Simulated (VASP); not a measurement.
# InH2 (P-3m1) in VASP: a series of runs

The runs below take InH2 through single point, relaxation of cell and atoms, with PBE.

Everything below comes from runs of VASP 6.6.1. Logs are shortened: lines on timing, memory, paths and dates and some standing lists are left out, and cuts for length are marked.

## (1) The cell of the first run

The structure is trigonal, space group P-3m1 (No. 164). Conventional cell: a = 2.994 Å, b = 2.994 Å, c = 4.821 Å, α = 90.00°, β = 90.00°, γ = 120.00°. Within 2.8 Å of In (site symmetry -3m) lie 6 H at 2.11 Å. Within 2.8 Å of H (site symmetry 3m) lie 3 In at 2.11 Å.

The cell was generated, and may not be a known phase.

## (2) Single point, PBE

Contents of INCAR:

```
SYSTEM = InH2
PREC = Accurate ; ENCUT = 520
EDIFF = 1E-6 ; ISMEAR = 0
SIGMA = 0.1 ; LREAL = .FALSE.
LASPH = .TRUE. ; NELM = 100
ALGO = Normal ; ISIF = 2
LWAVE = .FALSE. ; LCHARG = .FALSE.
GGA = PE ; NBANDS = 14
```

Contents of KPOINTS:

```
Automatic mesh
0
G
  6 6 4
  0 0 0
```

Contents of POSCAR:

```
InH2
1.0
    2.9939750500      0.0000000000      0.0000000000
   -1.4969875300      2.5928584500      0.0000000000
    0.0000000000      0.0000000000      4.8213149900
In H
1 2
Direct
    0.0000000000      0.0000000000      0.0000000000
    0.3333333300      0.6666666700      0.2500000000
    0.6666666700      0.3333333300      0.7500000000
```

Potentials or basis: VASP PAW PBE potentials, release 64 (In_d, H).

On the command line:

```
$ cat potpaw_PBE.64/In_d/POTCAR potpaw_PBE.64/H/POTCAR > POTCAR
$ mpirun -np 1 vasp_std > vasp.out
```

OUTCAR:

```text
SYSTEM = InH2
   PREC = Accurate
   ENCUT = 520
   EDIFF = 1E-6
   ISMEAR = 0
   LREAL = .FALSE.
   LASPH = .TRUE.
   NELM = 100
   ISIF = 2
   GGA = PE

 ion  position               nearest neighbor table
   1  0.000  0.000  0.000-   2 2.11   3 2.11   3 2.11   2 2.11   3 2.11   2 2.11
   2  0.333  0.667  0.250-   1 2.11   1 2.11   1 2.11
   3  0.667  0.333  0.750-   1 2.11   1 2.11   1 2.11

  LATTYP: Found a hexagonal cell.
 ALAT       =     2.9939750500
 C/A-ratio  =     1.6103390675

  Lattice vectors:

 A1 = (   2.9939750500,   0.0000000000,   0.0000000000)
 A2 = (  -1.4969875300,   2.5928584500,   0.0000000000)
 A3 = (   0.0000000000,   0.0000000000,   4.8213149900)

Analysis of symmetry for initial positions (statically):
=====================================================================
 Subroutine PRICEL returns:
 Original cell was already a primitive cell.

 Routine SETGRP: Setting up the symmetry group for a
 hexagonal supercell.

 Subroutine GETGRP returns: Found 12 space group operations
 (whereof 12 operations were pure point group operations)
 out of a pool of 24 trial point group operations.

The static configuration has the point symmetry D_3d.

Analysis of symmetry for dynamics (positions and initial velocities):
=====================================================================
 Subroutine PRICEL returns:
 Original cell was already a primitive cell.

 Routine SETGRP: Setting up the symmetry group for a
 hexagonal supercell.

 Subroutine GETGRP returns: Found 12 space group operations
 (whereof 12 operations were pure point group operations)
 out of a pool of 24 trial point group operations.

The dynamic configuration has the point symmetry D_3d.

 Subroutine INISYM returns: Found 12 space group operations
 (whereof 12 operations are pure point group operations),
 and found     1 'primitive' translations

----------------------------------------------------------------------------------------

                                     Primitive cell

  volume of cell :      37.4276

  direct lattice vectors                    reciprocal lattice vectors
     2.993975050  0.000000000  0.000000000     0.334004119  0.192837369  0.000000000
    -1.496987530  2.592858450  0.000000000     0.000000000  0.385674737  0.000000000
     0.000000000  0.000000000  4.821314990     0.000000000  0.000000000  0.207412294

  length of vectors
     2.993975050  2.993975051  4.821314990     0.385674737  0.385674737  0.207412294

  position of ions in fractional coordinates (direct lattice)
     0.000000000  0.000000000  0.000000000
     0.333333330  0.666666670  0.250000000
     0.666666670  0.333333330  0.750000000

  ion indices of the primitive-cell ions
   primitive index   ion index
                 1           1
                 2           2
                 3           3

----------------------------------------------------------------------------------------

 KPOINTS: Automatic mesh

Automatic generation of k-mesh.
 Grid dimensions read from file:
 generate k-points for:    6    6    4

 Generating k-lattice:

  Cartesian coordinates                     Fractional coordinates (reciprocal lattice)
     0.055667353  0.032139561  0.000000000     0.166666667  0.000000000  0.000000000
     0.000000000  0.064279123  0.000000000     0.000000000  0.166666667  0.000000000
     0.000000000  0.000000000  0.051853073     0.000000000  0.000000000  0.250000000

  Length of vectors
     0.064279123  0.064279123  0.051853073

  Shift w.r.t. Gamma in fractional coordinates (k-lattice)
     0.000000000  0.000000000  0.000000000

 Subroutine IBZKPT returns following result:
 ===========================================

 Found     24 irreducible k-points:

 Following reciprocal coordinates:
            Coordinates               Weight
  0.000000  0.000000  0.000000      1.000000
  0.166667  0.000000  0.000000      6.000000
  0.333333 -0.000000  0.000000      6.000000
  0.500000  0.000000  0.000000      3.000000
  0.166667  0.166667  0.000000      6.000000
  0.333333  0.166667  0.000000     12.000000
[... 16 lines left out ...]
  0.333333  0.166667  0.500000     12.000000
  0.333333  0.333333  0.500000      2.000000
   k-points           NKPTS =     24   k-points in BZ     NKDIM =     24   number of bands    NBANDS=     14
   number of dos      NEDOS =    301   number of ions     NIONS =      3
   total plane-waves  NPLWV =  20736
   dimension x,y,z NGX =    24 NGY =   24 NGZ =   36
   dimension x,y,z NGXF=    48 NGYF=   48 NGZF=   72
   ions per type =               1   2
   NGX,Y,Z   is equivalent  to a cutoff of  13.33, 13.33, 12.41 a.u.
   NGXF,Y,Z  is equivalent  to a cutoff of  26.65, 26.65, 24.83 a.u.
 SYSTEM =  InH2
   PREC   = accura    normal or accurate (medium, high low for compatibility)
   ISTART =      0    job   : 0-new  1-cont  2-samecut
   ICHARG =      2    charge: 1-file 2-atom 10-const
   ISPIN  =      1    spin polarized calculation?
   LNONCOLLINEAR =      F non collinear calculations
   LSORBIT =      F    spin-orbit coupling
   LASPH  =      T    aspherical Exc in radial PAW
   ENCUT  =  520.0 eV  38.22 Ry    6.18 a.u.   5.57  5.57  8.96*2*pi/ulx,y,z
   NELM   =    100;   NELMIN=  2; NELMDL= -5     # of ELM steps
   EDIFF  = 0.1E-05   stopping-criterion for ELM
   LREAL  =      F    real-space projection
   EDIFFG = 0.1E-04   stopping-criterion for IOM
   NSW    =      0    number of steps for IOM
   IBRION =     -1    ionic relax: 0-MD 1-quasi-New 2-CG
   NFREE  =      0    steps in history (QN), initial steepest desc. (CG)
   ISIF   =      2    stress and relaxation
   ISYM   =      2    0-nonsym 1-usesym 2-fastsym
   POTIM  = 0.5000    time-step for ionic-motion
   TEBEG  =    0.0;   TEEND  =   0.0 temperature during run
   PSTRESS=    0.0 pullay stress
   NELECT =      15.0000    total number of electrons
   NUPDOWN=      -1.0000    fix difference up-down
   EMIN   =  10.00;   EMAX   =-10.00  energy-range for DOS
   EFERMI =   0.00;   METHOD = LEGACY
   ISMEAR =     0;   SIGMA  =   0.10  broadening in eV -4-tet -1-fermi 0-gaus
   EFERMI_NEDOS =   21; number of points for ismear=-14 and -15
   IALGO  =     38    algorithm
   IMIX   =      4    mixing-type and parameters
     AMIX     =   0.40;   BMIX     =  1.00
     AMIX_MAG =   1.60;   BMIX_MAG =  1.00
  volume/ion in A,a.u.               =      12.48        84.19
  Fermi-wavevector in a.u.,A,eV,Ry     =   1.207001  2.280902 19.821678  1.456852
  Thomas-Fermi vector in A             =   2.342652
   LORBIT       =      0    0 simple, 1 ext, 2 COOP (PROOUT), +10 PAW based schemes
   GGA     = PE    functional components
   LHFCALC =     F    Hartree Fock is set to
   AEXX    =    0.0000 exact exchange contribution
   IVDW    =     0    specifies the selected vdW correction
   LEPSILON=     F    determine dielectric tensor
   LRPA    =     F    only Hartree local field effects (RPA)
 non-spin polarized calculation
 Gauss-broadening in eV      SIGMA  =   0.10
  energy-cutoff  :      520.00
  volume of cell :       37.43
 maximum number of plane-waves:      1038
 NGX is ok and might be reduce to    24
   NGX = 11   NGY = 11   NGZ = 17

 number of electron      14.9999998 magnetization

 Free energy of the ion-electron system (eV)
  ---------------------------------------------------
  ext. energy  EPLUGINS =         0.00000000
  ---------------------------------------------------
  free energy    TOTEN  =        -6.98941787 eV

  energy without entropy =       -6.98750898  energy(sigma->0) =       -6.98846343

 E-fermi :   5.6929     XC(G=0):  -9.2279

 val. band max:        5.5757649680   @ k =   0.5000   0.0000   0.0000
 cond. band min:       5.7548054072   @ k =   0.0000   0.3333   0.2500
 fundamental gap:      0.1790404392
 Fermi energy:         5.6928981837

 k-point     1 :       0.0000    0.0000    0.0000
  band No.  band energies     occupation
      1     -10.1776      2.00000
      2     -10.0664      2.00000
      3     -10.0664      2.00000
      4      -9.5401      2.00000
      5      -9.5401      2.00000
      6      -6.0480      2.00000
      7      -0.4112      2.00000
      8       5.8969      0.00392
      9      13.7473      0.00000
     10      14.7486      0.00000
     11      17.6772      0.00000
     12      17.6772      0.00000
     13      20.2107      0.00000
     14      20.2107      0.00000

 k-point     2 :       0.1667    0.0000    0.0000
  band No.  band energies     occupation
      1     -10.1904      2.00000
      2      -9.9762      2.00000
      3      -9.9043      2.00000
      4      -9.6919      2.00000
      5      -9.5650      2.00000
      6      -5.4600      2.00000
      7       0.2759      2.00000
      8       6.3147      0.00000
      9      10.9876      0.00000
     10      12.8017      0.00000
     11      15.0787      0.00000
     12      16.1807      0.00000
     13      19.3393      0.00000
     14      21.4679      0.00000

 k-point     3 :       0.3333   -0.0000    0.0000
  band No.  band energies     occupation
      1     -10.4061      2.00000
      2      -9.9584      2.00000
      3      -9.6541      2.00000
      4      -9.6166      2.00000
      5      -9.5621      2.00000
      6      -3.5913      2.00000
      7       1.6810      2.00000
      8       6.0330      0.00000
      9       7.4806      0.00000
     10      10.5066      0.00000
     11      12.6080      0.00000
     12      14.7150      0.00000
     13      16.0073      0.00000
     14      17.6545      0.00000
[... 324 lines left out ...]
 k-point    23 :       0.3333    0.1667    0.5000
  band No.  band energies     occupation
      1     -10.3099      2.00000
      2     -10.0039      2.00000
      3      -9.7342      2.00000
      4      -9.6629      2.00000
      5      -9.4698      2.00000
      6      -1.3844      2.00000
      7       1.5150      2.00000
      8       4.6731      2.00000
      9       6.4881      0.00000
     10       8.8798      0.00000
     11      10.8189      0.00000
     12      16.0740      0.00000
     13      16.6746      0.00000
     14      18.9378      0.00000

 k-point    24 :       0.3333    0.3333    0.5000
  band No.  band energies     occupation
      1      -9.9860      2.00000
      2      -9.9860      2.00000
      3      -9.8381      2.00000
      4      -9.8381      2.00000
      5      -9.5531      2.00000
      6       1.0739      2.00000
      7       1.0739      2.00000
      8       3.5828      2.00000
      9       7.2370      0.00000
     10       7.2370      0.00000
     11       7.9462      0.00000
     12      17.2525      0.00000
     13      17.2525      0.00000
     14      20.2184      0.00000

------------------------ aborting loop because EDIFF is reached ----------------------------------------

  FORCE on cell =-STRESS in cart. coord.  units (eV):
  Direction    XX          YY          ZZ          XY          YZ          ZX
  --------------------------------------------------------------------------------------
  -------------------------------------------------------------------------------------
  Total        5.6239636      5.6239636     -0.8506590     -0.0000000      0.0000000     -0.0000000
  in kB      240.7468386    240.7468383    -36.4144382     -0.0000005      0.0000000     -0.0000000
  external PRESSURE =     148.3597463 kB  Pullay stress =       0.0000000 kB

 VOLUME and BASIS-vectors are now :
 -----------------------------------------------------------------------------
  energy-cutoff  :      520.00
  volume of cell :       37.43
      direct lattice vectors                 reciprocal lattice vectors
     2.993975050  0.000000000  0.000000000     0.334004119  0.192837369  0.000000000
    -1.496987530  2.592858450  0.000000000     0.000000000  0.385674737  0.000000000
     0.000000000  0.000000000  4.821314990     0.000000000  0.000000000  0.207412294

 POSITION                                       TOTAL-FORCE (eV/Angst)
 -----------------------------------------------------------------------------------
      0.00000      0.00000      0.00000        -0.000000      0.000000      0.000000
     -0.00000      1.72857      1.20533         0.000000      0.000000     -0.249640
      1.49699      0.86429      3.61599        -0.000000      0.000000      0.249640
 -----------------------------------------------------------------------------------
    total drift:                                0.000000      0.000000      0.000000

  FREE ENERGIE OF THE ION-ELECTRON SYSTEM (eV)
  ---------------------------------------------------
  free  energy   TOTEN  =        -6.9894178742 eV

  energy  without entropy=       -6.9875089839  energy(sigma->0) =       -6.98846343
```

Wall time 17 s (1 thread of Intel Xeon 8259CL, shared host); peak memory 0.16 GiB.

Results:

- Free energy: -6.9894 eV
- Pressure: 14.8 GPa
- Largest force: 0.250 eV/Å
- Band gap on the k mesh: zero (an odd number of electrons rules out a gap without spin polarisation)

Forces in eV/Å, atoms in the order of the input:
```
In   0.000  0.000  0.000
H    0.000  0.000 -0.250
H    0.000  0.000  0.250
```

Caveat: the k points lie up to 0.40 Å⁻¹ apart, too coarse for converged energies and pressures of a metal; spin-orbit coupling is left out, which moves the levels of the heavy elements; an odd number of electrons without spin polarisation forces a metal; a magnetic or distorted state may lie lower.

## (3) Single point, PBE

This run uses another cell than the first one, of 14.40 Å³/atom.

Contents of INCAR:

```
PREC = Accurate ; ENCUT = 520
EDIFF = 1E-6 ; ISMEAR = 0
SIGMA = 0.1 ; LREAL = False
LASPH = True ; NELM = 100
ALGO = Normal ; ISIF = 2
LWAVE = False ; LCHARG = True
GGA = PE ; LELF = True
LVHAR = True ; NBANDS = 14
```

Contents of KPOINTS:

```
Automatic mesh
0
Gamma
  6 6 4
```

Contents of POSCAR:

```
InH2
1.0
    3.4695202456      0.0000000033      0.0000000000
   -1.7347601257      3.0046926700      0.0000000000
    0.0000000000      0.0000000000      4.1438635764
In H
1 2
Direct
    0.0000000000      0.0000000000      0.0000000000
    0.3333333333      0.6666666667      0.2100234670
    0.6666666667      0.3333333333      0.7899765330
```

Potentials or basis: VASP PAW PBE potentials, release 64 (In_d, H).

On the command line:

```
$ cat potpaw_PBE.64/In_d/POTCAR potpaw_PBE.64/H/POTCAR > POTCAR
$ mpirun -np 1 vasp_std > vasp.out
```

OUTCAR:

```text
PREC = Accurate
   ENCUT = 520
   EDIFF = 1E-6
   ISMEAR = 0
   LREAL = False
   LASPH = True
   NELM = 100
   ISIF = 2
   GGA = PE

 ion  position               nearest neighbor table
   1  0.000  0.000  0.000-   2 2.18   3 2.18   3 2.18   2 2.18   3 2.18   2 2.18
   2  0.333  0.667  0.210-   1 2.18   1 2.18   1 2.18
   3  0.667  0.333  0.790-   1 2.18   1 2.18   1 2.18

  LATTYP: Found a hexagonal cell.
 ALAT       =     3.4695202456
 C/A-ratio  =     1.1943621259

  Lattice vectors:
[... 597 lines left out ...]

  FORCE on cell =-STRESS in cart. coord.  units (eV):
  Direction    XX          YY          ZZ          XY          YZ          ZX
  --------------------------------------------------------------------------------------
  -------------------------------------------------------------------------------------
  Total       -0.0623734     -0.0623734     -0.0409745      0.0000000      0.0000000     -0.0000000
  in kB       -2.3133151     -2.3133151     -1.5196711      0.0000000      0.0000000     -0.0000000
  external PRESSURE =      -2.0487671 kB  Pullay stress =       0.0000000 kB

 VOLUME and BASIS-vectors are now :
 -----------------------------------------------------------------------------
  energy-cutoff  :      520.00
  volume of cell :       43.20
      direct lattice vectors                 reciprocal lattice vectors
     3.469520246  0.000000003  0.000000000     0.288224287  0.166406370  0.000000000
    -1.734760126  3.004692670  0.000000000    -0.000000000  0.332812740  0.000000000
     0.000000000  0.000000000  4.143863576     0.000000000  0.000000000  0.241320686

 POSITION                                       TOTAL-FORCE (eV/Angst)
 -----------------------------------------------------------------------------------
      0.00000      0.00000      0.00000         0.000000      0.000000      0.000000
     -0.00000      2.00313      0.87031         0.000000      0.000000     -0.008832
      1.73476      1.00156      3.27355        -0.000000     -0.000000      0.008832
 -----------------------------------------------------------------------------------
    total drift:                               -0.000000     -0.000000      0.000000

  FREE ENERGIE OF THE ION-ELECTRON SYSTEM (eV)
  ---------------------------------------------------
  free  energy   TOTEN  =        -7.8543183296 eV

  energy  without entropy=       -7.8490564642  energy(sigma->0) =       -7.85168740
```

OSZICAR:

```text
N       E                     dE             d eps       ncg     rms          rms(c)
DAV:   1     0.875673677859E+02    0.87567E+02   -0.66593E+03   678   0.114E+03
DAV:   2    -0.257358965654E+01   -0.90141E+02   -0.85557E+02   720   0.294E+02
DAV:   3    -0.818595018384E+01   -0.56124E+01   -0.55831E+01   858   0.700E+01
DAV:   4    -0.833473761823E+01   -0.14879E+00   -0.14874E+00   818   0.123E+01
DAV:   5    -0.834256585223E+01   -0.78282E-02   -0.78280E-02   986   0.238E+00    0.453E+00
DAV:   6    -0.793694729806E+01    0.40562E+00   -0.29728E-01   990   0.797E+00    0.229E+00
DAV:   7    -0.785210072889E+01    0.84847E-01   -0.22391E-01   950   0.400E+00    0.426E-01
DAV:   8    -0.785341896985E+01   -0.13182E-02   -0.20252E-02   840   0.191E+00    0.180E-01
DAV:   9    -0.785405132670E+01   -0.63236E-03   -0.93915E-04   824   0.328E-01    0.892E-02
DAV:  10    -0.785429600498E+01   -0.24468E-03   -0.27116E-04   780   0.128E-01    0.312E-02
DAV:  11    -0.785432226191E+01   -0.26257E-04   -0.35849E-05   810   0.652E-02    0.120E-02
DAV:  12    -0.785431835096E+01    0.39109E-05   -0.69398E-06   974   0.263E-02    0.198E-03
DAV:  13    -0.785431832963E+01    0.21337E-07   -0.67180E-07   514   0.537E-03
   1 F= -.78543183E+01 E0= -.78516874E+01  d E =-.526187E-02
```

stdout:

```text
POSCAR found type information on POSCAR InH
 POSCAR found :  2 types and       3 ions
 scaLAPACK will be used
 LDA part: xc-table for (Slater+PW92), standard interpolation
 POSCAR, INCAR and KPOINTS ok, starting setup
 FFT: planning ... GRIDC
 FFT: planning ... GRID_SOFT
 FFT: planning ... GRID
 WAVECAR not read
 entering main loop
```

Wall time 27 s (1 thread of Intel Xeon 8259CL, shared host); peak memory 0.17 GiB.

What came out:

- Free energy: -7.8543 eV
- Pressure: -0.2 GPa
- Largest force: 0.009 eV/Å
- Band gap on the k mesh: zero (an odd number of electrons rules out a gap without spin polarisation)

Forces in eV/Å, atoms in the order of the input:
```
In   0.000  0.000  0.000
H    0.000  0.000 -0.009
H    0.000  0.000  0.009
```

Caveat: the k points lie up to 0.38 Å⁻¹ apart, too coarse for converged energies and pressures of a metal; spin-orbit coupling is left out, which moves the levels of the heavy elements; an odd number of electrons without spin polarisation forces a metal; a magnetic or distorted state may lie lower.

(Continued in part 2 of 2.)

The gap in the log of VASP goes by the Fermi energy; the results here count the filled bands.